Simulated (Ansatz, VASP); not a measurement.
**C: VASP beside Ansatz**

```
CELL_PARAMETERS angstrom
0.00000 2.10573 3.34800
1.21572 0.00000 3.34800
1.21572 2.10573 0.00000
ATOMIC_POSITIONS crystal
C 0.16667 0.83333 0.16667
C 0.83333 0.16667 0.83333
```

Change from the starting cell: equal xx and yy strain of -1 %.

Alike in both runs: task single point; functional PBEsol; k mesh 18 × 18 × 18; occupations fermi-dirac, width 0.05 eV; no spin polarisation.

|  | VASP | Ansatz |
| --- | --- | --- |
| version | VASP 6.6.1 | Ansatz 0.2.0 |
| potentials or method | VASP PAW PBE potentials, release 64 (C), cutoff 520 eV | all-electron LAPW, scalar-relativistic |

Ansatz gave:

* pressure (GPa): 10.3
* traceless stress, the component that is largest in VASP (GPa): -8.56

Q: What did VASP give for the same quantities?

A: Pressure (GPa): 11.1; traceless stress, the component that is largest in VASP (GPa): -9.41.

VASP's potentials were made for PBE, not for PBEsol. Ansatz ran all-electron here, and VASP with PAW potentials.
